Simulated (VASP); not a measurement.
**BAs: electric field gradients with LDA**

Crystal: BAs.

```
CELL_PARAMETERS angstrom
0.00000 2.38938 2.38938
2.38938 0.00000 2.38938
2.38938 2.38938 0.00000
ATOMIC_POSITIONS crystal
B 0.75000 0.75000 0.75000
As 0.00000 0.00000 0.00000
```

This cell differs from its parent crystal: volume scaled by 0.975.

```yaml
Program: VASP 6.6.1
Task: electric field gradients
Functional: LDA
Potentials_or_basis: VASP PAW LDA potentials, release 64 (B, As)
Cutoff: 520 eV
k_mesh: 11 × 11 × 11
Occupations: fermi-dirac, width 0.01 eV
Spin: no spin polarisation
Dipole_correction: no
Further_INCAR_settings: ALGO = Normal; EDIFF = 1e-08; NBANDS = 11
```

- Pressure: -3.2 GPa
- Band gap on the k mesh: 1.15 eV, indirect (least direct gap 3.25 eV)

Levels at points of the mesh, in eV from the valence-band top:
```tsv
k point	band 1	band 2	band 3	band 4	band 5	band 6	band 7	band 8
(0.00, 0.00, 0.00)	-15.37	0.00	0.00	0.00	3.25	3.25	3.25	4.68
```

Wall time 36 s on 1 thread of Intel Xeon 8259CL (shared host), peak memory 0.15 GiB.

Caveat: without QUAD_EFG the Cq values of the log hold for a quadrupole moment of 1 mb, not for the nuclei. A k mesh can miss the band edges.
